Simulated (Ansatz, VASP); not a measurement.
## Al2Cu in VASP and in Ansatz

```
Al Cu
1.0
    -2.87485    2.87485    2.44128
     2.87485   -2.87485    2.44128
     2.87485    2.87485   -2.44128
Al Cu
4 2
Direct
  0.15872 0.65872 0.81744
  0.65872 0.84128 0.50000
  0.84128 0.34128 0.18256
  0.34128 0.15872 0.50000
  0.75000 0.75000 0.00000
  0.25000 0.25000 0.00000
```

Alike in both runs: task single point; functional PBE; k mesh 10 × 10 × 10; occupations gaussian, width 0.15 eV; no spin polarisation.

```csv
,VASP,Ansatz
version,VASP 6.6.1,Ansatz 0.2.0
potentials or method,"VASP PAW PBE potentials, release 64 (Al, Cu), cutoff 520 eV","scalar-relativistic, plane waves, PAW"
valence electrons in the cell,34,50
```

```tsv
	VASP	Ansatz	Ansatz less VASP
gap on the k mesh at the Fermi level (eV)	none	none	-
pressure (GPa)	13.4	13.3	-0.14
traceless stress, the component that is largest in VASP (GPa)	-5.57	-5.64	-0.076
rms of the force components (eV/Å)	0.056	0.058	+0.0014
```

Atom by atom the forces differ by 0.001 eV/Å (rms over components). A gap of «none» marks a metal or a gap that the smearing closes. VASP's potentials hold 34 valence electrons a cell and Ansatz's 50, so a difference there can come from the potentials and not from the codes.
